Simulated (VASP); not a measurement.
# Si2W in VASP: a series of runs

The runs below take Si2W through single point, with PBE, r2SCAN, PBEsol+D4, PBEsol.

All numbers are computed with VASP 6.6.1; they aren't measurements. Logs are shortened: lines on timing, memory, paths and dates and some standing lists are left out, and cuts for length are marked.

**1. The cell of the first run**

Symmetry: P6_222, No. 180, hexagonal system. Conventional cell: a = 4.617 Å, b = 4.617 Å, c = 6.653 Å, α = 90.00°, β = 90.00°, γ = 120.00°. W (site symmetry 222) has 10 Si at 2.59 to 2.69 Å and 4 W at 3.20 Å within 3.4 Å. Si (site symmetry 2) has 9 Si at 2.57 to 3.23 Å and 5 W at 2.59 to 2.69 Å within 3.4 Å.

**2. Single point, PBE**

INCAR

```
  ALGO = Normal
  EDIFF = 1E-6
  ENCUT = 520
  GGA = PE
  ISIF = 2
  ISMEAR = 0
  LASPH = True
  LCHARG = True
  LELF = True
  LREAL = False
  LVHAR = True
  LWAVE = False
  NBANDS = 43
  NELM = 100
  PREC = Accurate
  SIGMA = 0.013000000000000001
```

KPOINTS

```
k-points
0
Gamma
  7 7 4
```

POSCAR

```
Si2W
1.0
    4.6168523821      0.0000000000      0.0000000000
   -2.3084261911      3.9983114484      0.0000000000
    0.0000000000      0.0000000000      6.6532220000
W Si
3 6
Direct
    0.5000000000      0.0000000000      0.5000000000
    0.5000000000      0.5000000000      0.8333333333
    0.0000000000      0.5000000000      0.1666666667
    0.3272520000      0.1636260000      0.1666666667
    0.8363740000      0.1636260000      0.8333333333
    0.1636260000      0.3272520000      0.5000000000
    0.6727480000      0.8363740000      0.1666666667
    0.1636260000      0.8363740000      0.8333333333
    0.8363740000      0.6727480000      0.5000000000
```

Potentials or basis: VASP PAW PBE potentials, release 64 (W_sv, Si).

Started as:

```console
> cat potpaw_PBE.64/W_sv/POTCAR potpaw_PBE.64/Si/POTCAR > POTCAR
> mpirun -np 1 vasp_std > vasp.out
```

OUTCAR:

```text
EDIFF = 1E-6
   ENCUT = 520
   GGA = PE
   ISIF = 2
   ISMEAR = 0
   LASPH = True
   LREAL = False
   NELM = 100
   PREC = Accurate

 ion  position               nearest neighbor table
   1  0.500  0.000  0.500-   5 2.59   8 2.59   7 2.59   4 2.59   6 2.65   9 2.65   9 2.65   6 2.65
                             6 2.69   9 2.69   3 3.20   3 3.20   2 3.20   2 3.20
   2  0.500  0.500  0.833-   6 2.59   9 2.59   7 2.59   4 2.59   8 2.65   5 2.65   8 2.65   5 2.65
                             8 2.69   5 2.69   1 3.20   1 3.20   3 3.20   3 3.20
   3  0.000  0.500  0.167-   6 2.59   9 2.59   8 2.59   5 2.59   4 2.65   7 2.65   7 2.65   4 2.65
                             7 2.69   4 2.69   1 3.20   1 3.20   2 3.20   2 3.20
   4  0.327  0.164  0.167-   6 2.57   8 2.57   1 2.59   2 2.59   7 2.62   3 2.65   3 2.65   3 2.69
                             7 2.69   7 2.69
   5  0.836  0.164  0.833-   6 2.57   7 2.57   1 2.59   3 2.59   8 2.62   2 2.65   2 2.65   2 2.69
                             8 2.69   8 2.69
   6  0.164  0.327  0.500-   5 2.57   4 2.57   2 2.59   3 2.59   9 2.62   1 2.65   1 2.65   1 2.69
                             9 2.69   9 2.69
   7  0.673  0.836  0.167-   9 2.57   5 2.57   1 2.59   2 2.59   4 2.62   3 2.65   3 2.65   3 2.69
                             4 2.69   4 2.69
   8  0.164  0.836  0.833-   9 2.57   4 2.57   1 2.59   3 2.59   5 2.62   2 2.65   2 2.65   2 2.69
                             5 2.69   5 2.69
   9  0.836  0.673  0.500-   8 2.57   7 2.57   2 2.59   3 2.59   6 2.62   1 2.65   1 2.65   1 2.69
                             6 2.69   6 2.69

  LATTYP: Found a hexagonal cell.
 ALAT       =     4.6168523821
 C/A-ratio  =     1.4410731488

  Lattice vectors:

 A1 = (   4.6168523821,   0.0000000000,   0.0000000000)
 A2 = (  -2.3084261911,   3.9983114484,   0.0000000000)
 A3 = (   0.0000000000,   0.0000000000,   6.6532220000)

Analysis of symmetry for initial positions (statically):
=====================================================================
 Subroutine PRICEL returns:
 Original cell was already a primitive cell.

 Routine SETGRP: Setting up the symmetry group for a
 hexagonal supercell.

 Subroutine GETGRP returns: Found 12 space group operations
 (whereof  4 operations were pure point group operations)
 out of a pool of 24 trial point group operations.

The static configuration has the point symmetry D_2 .
 The point group associated with its full space group is D_6 .

Analysis of symmetry for dynamics (positions and initial velocities):
=====================================================================
 Subroutine PRICEL returns:
 Original cell was already a primitive cell.

 Routine SETGRP: Setting up the symmetry group for a
 hexagonal supercell.

 Subroutine GETGRP returns: Found 12 space group operations
 (whereof  4 operations were pure point group operations)
 out of a pool of 24 trial point group operations.

The dynamic configuration has the point symmetry D_2 .
 The point group associated with its full space group is D_6 .

 Subroutine INISYM returns: Found 12 space group operations
 (whereof  4 operations are pure point group operations),
 and found     1 'primitive' translations

----------------------------------------------------------------------------------------

                                     Primitive cell

  volume of cell :     122.8159

  direct lattice vectors                    reciprocal lattice vectors
     4.616852382  0.000000000  0.000000000     0.216597785  0.125052790  0.000000000
    -2.308426191  3.998311448  0.000000000     0.000000000  0.250105579  0.000000000
     0.000000000  0.000000000  6.653222000     0.000000000  0.000000000  0.150303116

  length of vectors
     4.616852382  4.616852382  6.653222000     0.250105579  0.250105579  0.150303116

  position of ions in fractional coordinates (direct lattice)
     0.500000000  0.000000000  0.500000000
     0.500000000  0.500000000  0.833333333
     0.000000000  0.500000000  0.166666667
     0.327252000  0.163626000  0.166666667
     0.836374000  0.163626000  0.833333333
     0.163626000  0.327252000  0.500000000
     0.672748000  0.836374000  0.166666667
     0.163626000  0.836374000  0.833333333
     0.836374000  0.672748000  0.500000000

  ion indices of the primitive-cell ions
   primitive index   ion index
                 1           1
                 2           2
                 3           3
                 4           4
                 5           5
                 6           6
                 7           7
                 8           8
                 9           9

----------------------------------------------------------------------------------------

 KPOINTS: k-points

Automatic generation of k-mesh.
 Grid dimensions read from file:
 generate k-points for:    7    7    4

 Generating k-lattice:

  Cartesian coordinates                     Fractional coordinates (reciprocal lattice)
     0.030942541  0.017864684  0.000000000     0.142857143  0.000000000  0.000000000
     0.000000000  0.035729368  0.000000000     0.000000000  0.142857143  0.000000000
     0.000000000  0.000000000  0.037575779     0.000000000  0.000000000  0.250000000

  Length of vectors
     0.035729368  0.035729368  0.037575779

  Shift w.r.t. Gamma in fractional coordinates (k-lattice)
     0.000000000  0.000000000  0.000000000

 Subroutine IBZKPT returns following result:
 ===========================================

 Found     24 irreducible k-points:

 Following reciprocal coordinates:
            Coordinates               Weight
  0.000000  0.000000  0.000000      1.000000
  0.142857  0.000000  0.000000      6.000000
  0.285714  0.000000  0.000000      6.000000
  0.428571  0.000000  0.000000      6.000000
  0.142857  0.142857  0.000000      6.000000
  0.285714  0.142857  0.000000     12.000000
[... 16 lines left out ...]
  0.428571  0.142857  0.500000      6.000000
  0.285714  0.285714  0.500000      6.000000
   k-points           NKPTS =     24   k-points in BZ     NKDIM =     24   number of bands    NBANDS=     43
   number of dos      NEDOS =    301   number of ions     NIONS =      9
   total plane-waves  NPLWV =  64800
   dimension x,y,z NGX =    36 NGY =   36 NGZ =   50
   dimension x,y,z NGXF=    72 NGYF=   72 NGZF=  100
   ions per type =               3   6
   NGX,Y,Z   is equivalent  to a cutoff of  12.96, 12.96, 12.49 a.u.
   NGXF,Y,Z  is equivalent  to a cutoff of  25.93, 25.93, 24.99 a.u.
 SYSTEM =  unknown system
   PREC   = accura    normal or accurate (medium, high low for compatibility)
   ISTART =      0    job   : 0-new  1-cont  2-samecut
   ICHARG =      2    charge: 1-file 2-atom 10-const
   ISPIN  =      1    spin polarized calculation?
   LNONCOLLINEAR =      F non collinear calculations
   LSORBIT =      F    spin-orbit coupling
   LASPH  =      T    aspherical Exc in radial PAW
   ENCUT  =  520.0 eV  38.22 Ry    6.18 a.u.   8.58  8.58 12.37*2*pi/ulx,y,z
   NELM   =    100;   NELMIN=  2; NELMDL= -5     # of ELM steps
   EDIFF  = 0.1E-05   stopping-criterion for ELM
   LREAL  =      F    real-space projection
   EDIFFG = 0.1E-04   stopping-criterion for IOM
   NSW    =      0    number of steps for IOM
   IBRION =     -1    ionic relax: 0-MD 1-quasi-New 2-CG
   NFREE  =      0    steps in history (QN), initial steepest desc. (CG)
   ISIF   =      2    stress and relaxation
   ISYM   =      2    0-nonsym 1-usesym 2-fastsym
   POTIM  = 0.5000    time-step for ionic-motion
   TEBEG  =    0.0;   TEEND  =   0.0 temperature during run
   PSTRESS=    0.0 pullay stress
   NELECT =      66.0000    total number of electrons
   NUPDOWN=      -1.0000    fix difference up-down
   EMIN   =  10.00;   EMAX   =-10.00  energy-range for DOS
   EFERMI =   0.00;   METHOD = LEGACY
   ISMEAR =     0;   SIGMA  =   0.01  broadening in eV -4-tet -1-fermi 0-gaus
   EFERMI_NEDOS =   21; number of points for ismear=-14 and -15
   IALGO  =     38    algorithm
   IMIX   =      4    mixing-type and parameters
     AMIX     =   0.40;   BMIX     =  1.00
     AMIX_MAG =   1.60;   BMIX_MAG =  1.00
  volume/ion in A,a.u.               =      13.65        92.09
  Fermi-wavevector in a.u.,A,eV,Ry     =   1.330979  2.515186 24.102797  1.771506
  Thomas-Fermi vector in A             =   2.460025
   LORBIT       =      0    0 simple, 1 ext, 2 COOP (PROOUT), +10 PAW based schemes
   GGA     = PE    functional components
   LHFCALC =     F    Hartree Fock is set to
   AEXX    =    0.0000 exact exchange contribution
   IVDW    =     0    specifies the selected vdW correction
   LEPSILON=     F    determine dielectric tensor
   LRPA    =     F    only Hartree local field effects (RPA)
 non-spin polarized calculation
 Gauss-broadening in eV      SIGMA  =   0.01
  energy-cutoff  :      520.00
  volume of cell :      122.82
 maximum number of plane-waves:      3343
 NGX is ok and might be reduce to    36
   NGX = 17   NGY = 17   NGZ = 25

 number of electron      66.0000007 magnetization

 Free energy of the ion-electron system (eV)
  ---------------------------------------------------
  ext. energy  EPLUGINS =         0.00000000
  ---------------------------------------------------
  free energy    TOTEN  =       -73.83159683 eV

  energy without entropy =      -73.83159683  energy(sigma->0) =      -73.83159683

 E-fermi :  12.3795     XC(G=0): -12.4681

 val. band max:       12.2696620863   @ k =   0.4286   0.0000   0.5000
 cond. band min:      12.4935417561   @ k =   0.4286   0.0000   0.0000
 fundamental gap:      0.2238796698
 Fermi energy:        12.3795200481

 k-point     1 :       0.0000    0.0000    0.0000
  band No.  band energies     occupation
      1     -61.9820      2.00000
      2     -61.9702      2.00000
      3     -61.9702      2.00000
      4     -26.3447      2.00000
      5     -26.3412      2.00000
      6     -26.3412      2.00000
[... 35 lines left out ...]
     42      15.2164      0.00000
     43      15.6886      0.00000
[... 1017 lines left out ...]
      3     -61.9711      2.00000
      4     -26.3781      2.00000
      5     -26.3615      2.00000
      6     -26.3606      2.00000
[... 35 lines left out ...]
     42      15.4643      0.00000
     43      15.5423      0.00000

------------------------ aborting loop because EDIFF is reached ----------------------------------------

  FORCE on cell =-STRESS in cart. coord.  units (eV):
  Direction    XX          YY          ZZ          XY          YZ          ZX
  --------------------------------------------------------------------------------------
  -------------------------------------------------------------------------------------
  Total       -0.2630571     -0.2630571     -0.4388864      0.0000000     -0.0000000      0.0000000
  in kB       -3.4316732     -3.4316732     -5.7254293      0.0000000     -0.0000000      0.0000000
  external PRESSURE =      -4.1962586 kB  Pullay stress =       0.0000000 kB

 VOLUME and BASIS-vectors are now :
 -----------------------------------------------------------------------------
  energy-cutoff  :      520.00
  volume of cell :      122.82
      direct lattice vectors                 reciprocal lattice vectors
     4.616852382  0.000000000  0.000000000     0.216597785  0.125052790  0.000000000
    -2.308426191  3.998311448  0.000000000     0.000000000  0.250105579  0.000000000
     0.000000000  0.000000000  6.653222000     0.000000000  0.000000000  0.150303116

 POSITION                                       TOTAL-FORCE (eV/Angst)
 -----------------------------------------------------------------------------------
      2.30843      0.00000      3.32661        -0.000000      0.000000      0.000000
      1.15421      1.99916      5.54435        -0.000000      0.000000     -0.000000
     -1.15421      1.99916      1.10887        -0.000000      0.000000     -0.000000
      1.13316      0.65423      1.10887         0.001869      0.001079      0.000000
      3.48370      0.65423      5.54435        -0.001869      0.001079     -0.000000
     -0.00000      1.30846      3.32661        -0.000000      0.002158      0.000000
      1.17527      3.34408      1.10887        -0.001869     -0.001079     -0.000000
     -1.17527      3.34408      5.54435         0.001869     -0.001079     -0.000000
      2.30843      2.68986      3.32661         0.000000     -0.002158      0.000000
 -----------------------------------------------------------------------------------
    total drift:                               -0.000000     -0.000000      0.000000

  FREE ENERGIE OF THE ION-ELECTRON SYSTEM (eV)
  ---------------------------------------------------
  free  energy   TOTEN  =       -73.8315968264 eV

  energy  without entropy=      -73.8315968264  energy(sigma->0) =      -73.83159683
```

Wall time 69 s (1 thread of Intel Xeon 6975P-C (Granite Rapids), shared host); peak memory 0.29 GiB.

What came out:

* Free energy: -73.8316 eV
* Pressure: -0.4 GPa
* Band gap on the k mesh: 0.22 eV (least direct gap 0.68 eV)

Forces on the atoms (eV/Å):
```
W    0.000  0.000  0.000
W    0.000  0.000  0.000
W    0.000  0.000  0.000
Si   0.002  0.001  0.000
Si  -0.002  0.001  0.000
Si   0.000  0.002  0.000
Si  -0.002 -0.001  0.000
Si   0.002 -0.001  0.000
Si   0.000 -0.002  0.000
```

Stress tensor (GPa, compression positive):
```
-0.34  0.00  0.00
 0.00 -0.34  0.00
 0.00  0.00 -0.57
```

Levels at points of the mesh, in eV from the valence-band top:
| k point | band 29 | band 30 | band 31 | band 32 | band 33 | band 34 | band 35 | band 36 | band 37 | band 38 |
| --- | --- | --- | --- | --- | --- | --- | --- | --- | --- | --- |
| (0.00, 0.00, 0.00) | -3.28 | -3.28 | -2.94 | -2.49 | -0.83 | 2.30 | 2.30 | 2.37 | 2.39 | 2.69 |
| (0.00, 0.00, 0.50) | -2.64 | -2.64 | -2.52 | -0.63 | -0.63 | 1.85 | 2.08 | 2.08 | 2.33 | 2.50 |

Caveat: spin-orbit coupling is left out, which moves the levels of the heavy elements. A k mesh can miss the band edges.

(Part 1 of 2 ends here.)
